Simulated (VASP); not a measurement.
A run of VASP 6.6.1 is set up as follows.

The input INCAR:

```
SYSTEM = Re
PREC = Accurate
ENCUT = 600
EDIFF = 1E-6
ISMEAR = 1
SIGMA = 0.2
LREAL = .False.
LASPH = .True.
NELM = 120
ALGO = Normal
ISIF = 2
LWAVE = .False.
LCHARG = .True.
GGA = CA
LELF = .True.
LVHAR = .True.
NBANDS = 14
GGA_COMPAT = .False.
```

Contents of KPOINTS:

```
Automatic mesh
0
Gamma
  13 13 7
  0 0 0
```

File POSCAR:

```
Re
1.0
    2.7391880258      0.0000000000      0.0000000000
   -1.3695940129      2.3722064161      0.0000000000
    0.0000000000      0.0000000000      4.4118668232
Re
2
Direct
    0.3333333333      0.6666666667      0.2500000000
    0.6666666667      0.3333333333      0.7500000000
```

Potentials or basis: VASP PAW LDA potentials, release 64 (Re).

The run is started by

```bash
$ cat potpaw_LDA.64/Re/POTCAR > POTCAR
$ mpirun -np 1 vasp_std > vasp.out
```

Predict the band gap on the k mesh.

zero (band 7 reaches 9.55 eV, above the bottom of band 8 at 6.50 eV).

Predict the pressure.

1.4 GPa.

Caveat: spin-orbit coupling is left out, which moves the levels of the heavy elements.
